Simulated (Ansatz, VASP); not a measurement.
LiF in VASP and in Ansatz

```xyz
4
Lattice="3.1247 0.0000 0.0000 -1.5623 2.7060 0.0000 0.0000 0.0000 4.9035" Properties=species:S:1:pos:R:3 pbc="T T T"
Li    0.0000    1.8040    1.8678
Li    1.5623    0.9020    4.3196
F     0.0000    1.8040    4.8745
F     1.5623    0.9020    2.4227
```

Alike in both runs: functional PBE; k mesh 12 × 12 × 6; occupations gaussian, width 0.02 eV; no spin polarisation.

Ansatz relaxed the structure, and its values are those at the end. VASP's run is a single point on that final structure, the one shown.

|  | VASP | Ansatz |
| --- | --- | --- |
| version | VASP 6.6.1 | Ansatz 0.2.0 |
| potentials or method | VASP PAW PBE potentials, release 64 (Li_sv, F), cutoff 520 eV | scalar-relativistic, plane waves, PAW |
| valence electrons in the cell | 20 | 20 |

|  | VASP | Ansatz | Ansatz less VASP |
| --- | --- | --- | --- |
| gap on the k mesh at the Fermi level (eV) | 7.59 | 7.60 | +0.011 |

The functional is the same, so the differences come from potentials, cutoffs and numerics.

Noted on VASP's run: the cutoff is short for stress, so the pressure is rough.
